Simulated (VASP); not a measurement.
Write the native input for VASP 6.6.1 that does the following.

| Item | Value |
| --- | --- |
| Task | single point |
| Functional | PBE |
| Potentials or basis | VASP PAW PBE potentials, release 64 (Hf_pv) |
| Cutoff | 520 eV |
| k mesh | 10 × 10 × 10 |
| Occupations | gaussian, width 0.016 eV |
| Spin | no spin polarisation |
| Dipole correction | no |
| Further INCAR settings | ALGO = Normal; EDIFF = 1e-06; NBANDS = 11 |

The structure of Hf lies in POSCAR:

```
Hf
1.0
   -1.8050000000      1.8050000000      1.8050000000
    1.8050000000     -1.8050000000      1.8050000000
    1.8050000000      1.8050000000     -1.8050000000
Hf
1
Direct
    0.0000000000      0.0000000000      0.0000000000
```

These files were run (other wordings do the same):

INCAR

```
ALGO = Normal ; EDIFF = 1E-6
ENCUT = 520 ; GGA = PE
ISIF = 2 ; ISMEAR = 0
LASPH = T ; LCHARG = F
LREAL = F ; LWAVE = F
NBANDS = 11 ; NELM = 60
PREC = Accurate ; SIGMA = 0.016
```

KPOINTS

```
k-points
0
Gamma
  10 10 10
```

Potentials or basis: VASP PAW PBE potentials, release 64 (Hf_pv).

The run is started by

```bash
$ cat potpaw_PBE.64/Hf_pv/POTCAR > POTCAR
$ mpirun -np 1 vasp_std > vasp.out
```

It gave:

```yaml
Pressure: -5.3 GPa
Band_gap_on_the_k_mesh: zero (band 5 reaches 5.73 eV, above the bottom of band 6 at 3.54 eV)
```

Caveat: spin-orbit coupling is left out, which moves the levels of the heavy elements.

Wall time 14 s on 1 thread of Intel Xeon 8259CL (shared host), peak memory 0.14 GiB.
